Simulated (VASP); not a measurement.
# TiC in VASP: further runs

TiC is run at these levels: r2SCAN; tasks: single point.

Program: VASP 6.6.1. These are calculated values, not measurements. Logs are shortened: lines on timing, memory, paths and dates and some standing lists are left out, and cuts for length are marked.

## 1. The cell of the first run

Symmetry: I4/mmm, No. 139, tetragonal system. The conventional cell has a = 2.938 Å, b = 2.938 Å, c = 4.432 Å, α = 90.00°, β = 90.00°, γ = 90.00°. Within 2.8 Å of Ti (site symmetry 4/mmm) lie 6 C at 2.08 to 2.22 Å. C (site symmetry 4/mmm) has 6 Ti at 2.08 to 2.22 Å within 2.8 Å.

## 2. Single point, r2SCAN (biaxial strain in the a-b plane: -4.0 %)

Input file POSCAR:

```
TiC
1.0
    2.0773577427      2.0773577427      0.0000000000
   -2.0773577427      2.0773577427      0.0000000000
    0.0000000000      0.0000000000      4.4316965178
Ti C
2 2
Direct
    0.0000000000      0.0000000000      0.0000000000
    0.5000000000      0.5000000000      0.5000000000
    0.5000000000      0.5000000000      0.0000000000
    0.0000000000      0.0000000000      0.5000000000
```

Input file INCAR.step1:

```
PREC = Accurate
ENCUT = 520
ISMEAR = 0
SIGMA = 0.1
LREAL = F
LASPH = T
NELM = 60
NBANDS = 24
GGA = PE
ALGO = Normal
EDIFF = 1E-4
LWAVE = T
LCHARG = F
```

Input file INCAR.step2:

```
PREC = Accurate
ENCUT = 520
EDIFF = 1E-7
ISMEAR = 0
SIGMA = 0.1
LREAL = F
LASPH = T
NELM = 60
ALGO = Normal
ISIF = 2
LWAVE = F
LCHARG = F
METAGGA = R2SCAN
LMIXTAU = T
NBANDS = 24
ISTART = 1
```

Input file KPOINTS:

```
Automatic mesh
0
Gamma
  18 18 12
```

Potentials or basis: VASP PAW PBE potentials, release 64 (Ti_sv, C).

Command:

```console
$ cat potpaw_PBE.64/Ti_sv/POTCAR potpaw_PBE.64/C/POTCAR > POTCAR
$ cp INCAR.step1 INCAR
$ mpirun -np 1 vasp_std > vasp.out
$ cp INCAR.step2 INCAR
$ mpirun -np 1 vasp_std > vasp.out
```

OUTCAR:

```text
PREC = Accurate
   ENCUT = 520
   EDIFF = 1E-7
   ISMEAR = 0
   LREAL = F
   LASPH = T
   NELM = 60
   ISIF = 2
   METAGGA = R2SCAN
   ISTART = 1

 ion  position               nearest neighbor table
   1  0.000  0.000  0.000-   3 2.08   3 2.08   3 2.08   3 2.08   4 2.22   4 2.22
   2  0.500  0.500  0.500-   4 2.08   4 2.08   4 2.08   4 2.08   3 2.22   3 2.22
   3  0.500  0.500  0.000-   1 2.08   1 2.08   1 2.08   1 2.08   2 2.22   2 2.22
   4  0.000  0.000  0.500-   2 2.08   2 2.08   2 2.08   2 2.08   1 2.22   1 2.22

  LATTYP: Found a simple tetragonal cell.
 ALAT       =     2.9378274936
 C/A-ratio  =     1.5084944665

  Lattice vectors:

 A1 = (   2.0773577427,   2.0773577427,   0.0000000000)
 A2 = (  -2.0773577427,   2.0773577427,   0.0000000000)
 A3 = (   0.0000000000,   0.0000000000,   4.4316965178)

Analysis of symmetry for initial positions (statically):
=====================================================================
 Subroutine PRICEL returns following result:

  LATTYP: Found a body centered tetragonal cell.
 ALAT       =     2.9378274936
 C/A-ratio  =     1.5084944665

  Lattice vectors:

 A1 = (   2.0773577427,   0.0000000000,  -2.2158482589)
 A2 = (  -2.0773577427,   0.0000000000,  -2.2158482589)
 A3 = (   0.0000000000,   2.0773577427,   2.2158482589)

   2 primitive cells build up your supercell.

 Routine SETGRP: Setting up the symmetry group for a
 simple tetragonal supercell.

 Subroutine GETGRP returns: Found 16 space group operations
 (whereof 16 operations were pure point group operations)
 out of a pool of 16 trial point group operations.

The static configuration has the point symmetry D_4h.

Analysis of symmetry for dynamics (positions and initial velocities):
=====================================================================
 Subroutine PRICEL returns following result:

  LATTYP: Found a body centered tetragonal cell.
 ALAT       =     2.9378274936
 C/A-ratio  =     1.5084944665

  Lattice vectors:

 A1 = (   2.0773577427,   0.0000000000,  -2.2158482589)
 A2 = (  -2.0773577427,   0.0000000000,  -2.2158482589)
 A3 = (   0.0000000000,   2.0773577427,   2.2158482589)
[... 102 lines left out ...]
   ISTART =      1    job   : 0-new  1-cont  2-samecut
   ICHARG =      0    charge: 1-file 2-atom 10-const
   ISPIN  =      1    spin polarized calculation?
   LNONCOLLINEAR =      F non collinear calculations
   LSORBIT =      F    spin-orbit coupling
   LASPH  =      T    aspherical Exc in radial PAW
   ENCUT  =  520.0 eV  38.22 Ry    6.18 a.u.   5.46  5.46  8.24*2*pi/ulx,y,z
   NELM   =     60;   NELMIN=  2; NELMDL=  0     # of ELM steps
   EDIFF  = 0.1E-06   stopping-criterion for ELM
   LREAL  =      F    real-space projection
   EDIFFG = 0.1E-05   stopping-criterion for IOM
   NSW    =      0    number of steps for IOM
   IBRION =     -1    ionic relax: 0-MD 1-quasi-New 2-CG
   NFREE  =      0    steps in history (QN), initial steepest desc. (CG)
   ISIF   =      2    stress and relaxation
   ISYM   =      2    0-nonsym 1-usesym 2-fastsym
   POTIM  = 0.5000    time-step for ionic-motion
   TEBEG  =    0.0;   TEEND  =   0.0 temperature during run
   PSTRESS=    0.0 pullay stress
   NELECT =      32.0000    total number of electrons
   NUPDOWN=      -1.0000    fix difference up-down
   EMIN   =  10.00;   EMAX   =-10.00  energy-range for DOS
   EFERMI =   0.00;   METHOD = LEGACY
   ISMEAR =     0;   SIGMA  =   0.10  broadening in eV -4-tet -1-fermi 0-gaus
   EFERMI_NEDOS =   21; number of points for ismear=-14 and -15
   IALGO  =     38    algorithm
   IMIX   =      4    mixing-type and parameters
     AMIX     =   0.40;   BMIX     =  1.00
     AMIX_MAG =   1.60;   BMIX_MAG =  1.00
  volume/ion in A,a.u.               =       9.56        64.53
  Fermi-wavevector in a.u.,A,eV,Ry     =   1.542590  2.915073 32.376222  2.379585
  Thomas-Fermi vector in A             =   2.648373
   LORBIT       =      0    0 simple, 1 ext, 2 COOP (PROOUT), +10 PAW based schemes
   METAGGA = R2SCAN    functional components
   LHFCALC =     F    Hartree Fock is set to
   AEXX    =    0.0000 exact exchange contribution
   IVDW    =     0    specifies the selected vdW correction
   LEPSILON=     F    determine dielectric tensor
   LRPA    =     F    only Hartree local field effects (RPA)
 non-spin polarized calculation
 Gauss-broadening in eV      SIGMA  =   0.10
  energy-cutoff  :      520.00
  volume of cell :       38.25
 maximum number of plane-waves:      1052
 NGX is ok and might be reduce to    24
   NGX = 11   NGY = 11   NGZ = 17

 number of electron      31.9999998 magnetization

 Free energy of the ion-electron system (eV)
  ---------------------------------------------------
  ext. energy  EPLUGINS =         0.00000000
  ---------------------------------------------------
  free energy    TOTEN  =       -49.44346358 eV

  energy without entropy =      -49.44121700  energy(sigma->0) =      -49.44234029

 E-fermi :  10.2319     XC(G=0): -13.9352

 val. band max:       10.2275109704   @ k =   0.0000   0.0000   0.5000
 cond. band min:      10.2332184102   @ k =   0.0556   0.0556   0.1667
 fundamental gap:      0.0057074398
 Fermi energy:        10.2318708524

 k-point     1 :       0.0000    0.0000    0.0000
  band No.  band energies     occupation
      1     -48.5524      2.00000
      2     -48.4388      2.00000
      3     -24.0801      2.00000
      4     -23.6446      2.00000
      5     -23.6446      2.00000
      6     -23.5508      2.00000
[... 637 lines left out ...]
     23      14.7907      0.00000
     24      15.6883      0.00000

 [... further k-points ...]

------------------------ aborting loop because EDIFF is reached ----------------------------------------

  FORCE on cell =-STRESS in cart. coord.  units (eV):
  Direction    XX          YY          ZZ          XY          YZ          ZX
  --------------------------------------------------------------------------------------
  -------------------------------------------------------------------------------------
  Total        7.3464493      7.3464493     -0.0834606      0.0000000     -0.0000000     -0.0000000
  in kB      307.7269079    307.7269079     -3.4959850      0.0000000     -0.0000000     -0.0000000
  external PRESSURE =     203.9859436 kB  Pullay stress =       0.0000000 kB

 VOLUME and BASIS-vectors are now :
 -----------------------------------------------------------------------------
  energy-cutoff  :      520.00
  volume of cell :       38.25
      direct lattice vectors                 reciprocal lattice vectors
     2.077357743  2.077357743  0.000000000     0.240690368  0.240690368  0.000000000
    -2.077357743  2.077357743  0.000000000    -0.240690368  0.240690368  0.000000000
     0.000000000  0.000000000  4.431696518     0.000000000  0.000000000  0.225647220

 POSITION                                       TOTAL-FORCE (eV/Angst)
 -----------------------------------------------------------------------------------
      0.00000      0.00000      0.00000        -0.000000      0.000000      0.000000
      0.00000      2.07736      2.21585         0.000000     -0.000000     -0.000000
      0.00000      2.07736      0.00000        -0.000000      0.000000      0.000000
      0.00000      0.00000      2.21585        -0.000000      0.000000      0.000000
 -----------------------------------------------------------------------------------
    total drift:                               -0.000000      0.000000     -0.000000

  FREE ENERGIE OF THE ION-ELECTRON SYSTEM (eV)
  ---------------------------------------------------
  free  energy   TOTEN  =       -49.4434635765 eV

  energy  without entropy=      -49.4412169970  energy(sigma->0) =      -49.44234029
```

It took 17 min on 1 thread of Intel Xeon 8259CL, shared host; peak memory 0.41 GiB.

Results:

```
Free energy            : -49.4435 eV
Pressure               : 20.4 GPa
Band gap on the k mesh : zero (bands 16 and 17 overlap by 1.77 eV)
```

Stress tensor (GPa, compression positive):
```
30.77  0.00  0.00
 0.00 30.77  0.00
 0.00  0.00 -0.35
```

Levels at points of the mesh, in eV from the Fermi level:
```csv
k point,band 14,band 15,band 16,band 17,band 18,band 19
"(0.00, 0.00, 0.00)",0.26,0.51,1.09,1.09,1.50,1.53
"(0.50, 0.00, 0.00)",-3.37,-3.10,-3.10,2.69,2.69,3.62
"(0.50, 0.50, 0.00)",-1.73,-0.29,-0.29,-0.22,-0.22,2.94
"(0.00, 0.00, 0.50)",-0.70,0.00,0.00,0.00,0.00,2.51
"(0.50, 0.00, 0.50)",-3.45,-3.33,-3.33,3.28,3.28,3.54
"(0.50, 0.50, 0.50)",-3.17,-2.79,-2.79,2.68,2.68,2.68
```

Caveat: the cell differs from its parent crystal (biaxial strain in the a-b plane: -4.0 %); the cell stands under pressure; the PAW data sets were made with another functional, which shifts forces and pressure a little.

## 3. Single point, r2SCAN (biaxial strain in the a-b plane: -2.0 %, then relaxed in part)

Input file POSCAR:

```
TiC
1.0
    2.1206360290      2.1206360290      0.0000000000
   -2.1206360290      2.1206360290      0.0000000000
    0.0000000000      0.0000000000      4.3726596675
Ti C
2 2
Direct
    0.0000000000      0.0000000000      0.0000000000
    0.5000000000      0.5000000000      0.5000000000
    0.5000000000      0.5000000000      0.0000000000
    0.0000000000      0.0000000000      0.5000000000
```

INCAR.step1 is that of step 2.

Edit INCAR.step2 of step 2 so:

```diff
@@ -2,3 +2,3 @@
 ENCUT = 520
-EDIFF = 1E-7
+EDIFF = 1E-6
 ISMEAR = 0
```

KPOINTS is that of step 2.

Potentials or basis: VASP PAW PBE potentials, release 64 (Ti_sv, C).

Command:

```console
$ cat potpaw_PBE.64/Ti_sv/POTCAR potpaw_PBE.64/C/POTCAR > POTCAR
$ cp INCAR.step1 INCAR
$ mpirun -np 1 vasp_std > vasp.out
$ cp INCAR.step2 INCAR
$ mpirun -np 1 vasp_std > vasp.out
```

It took 15 min on 1 thread of Intel Xeon 8259CL, shared host; peak memory 0.41 GiB.

Results (log left out):

- Free energy: -49.6656 eV
- Pressure: 9.9 GPa
- Band gap on the k mesh: zero (bands 16 and 17 overlap by 1.54 eV)

Stress tensor (GPa, compression positive):
```
14.36  0.00  0.00
 0.00 14.36  0.00
 0.00  0.00  0.91
```

Levels at points of the mesh, in eV from the Fermi level:
| k point | band 14 | band 15 | band 16 | band 17 | band 18 | band 19 |
| --- | --- | --- | --- | --- | --- | --- |
| (0.00, 0.00, 0.00) | 0.04 | 0.70 | 0.96 | 0.96 | 1.61 | 1.65 |
| (0.50, 0.00, 0.00) | -3.09 | -2.95 | -2.95 | 2.53 | 2.53 | 3.50 |
| (0.50, 0.50, 0.00) | -1.63 | -0.21 | -0.21 | -0.19 | -0.19 | 2.85 |
| (0.00, 0.00, 0.50) | -0.58 | -0.25 | -0.25 | -0.25 | -0.25 | 2.36 |
| (0.50, 0.00, 0.50) | -3.28 | -3.23 | -3.23 | 3.21 | 3.21 | 3.34 |
| (0.50, 0.50, 0.50) | -3.26 | -2.87 | -2.87 | 2.86 | 2.86 | 2.86 |

Caveat: the cell differs from its parent crystal (biaxial strain in the a-b plane: -2.0 %, then relaxed in part); the cell stands under pressure; the PAW data sets were made with another functional, which shifts forces and pressure a little.

(Continued in part 2 of 2.)
